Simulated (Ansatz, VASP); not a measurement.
Two plane-wave programs on Zn

```
Zn
1.0
     2.78508    0.00000    0.00000
    -1.39254    2.41195    0.00000
     0.00000    0.00000    4.51182
Zn
2
Direct
  0.33333 0.66667 0.25000
  0.66667 0.33333 0.75000
```

Alike in both runs: task single point; functional PBE; k mesh 11 × 11 × 6; occupations fermi-dirac, width 0.0816 eV; no spin polarisation.

|  | VASP | Ansatz |
| --- | --- | --- |
| version | VASP 6.6.1 | Ansatz 0.2.0 |
| potentials or method | VASP PAW PBE potentials, release 64 (Zn) | PAW with Ansatz's default frozen-core files, scalar-relativistic |
| plane-wave cutoff (eV) | 500 | 420 |
| valence electrons in the cell | 24 | 24 |

```tsv
	VASP	Ansatz	Ansatz less VASP
pressure (GPa)	-0.9	-1.3	-0.33
traceless stress, the component that is largest in VASP (GPa)	1.08	1.09	+0.008
```

With one functional, cell and mesh, what is left measures potentials, basis and numerics.
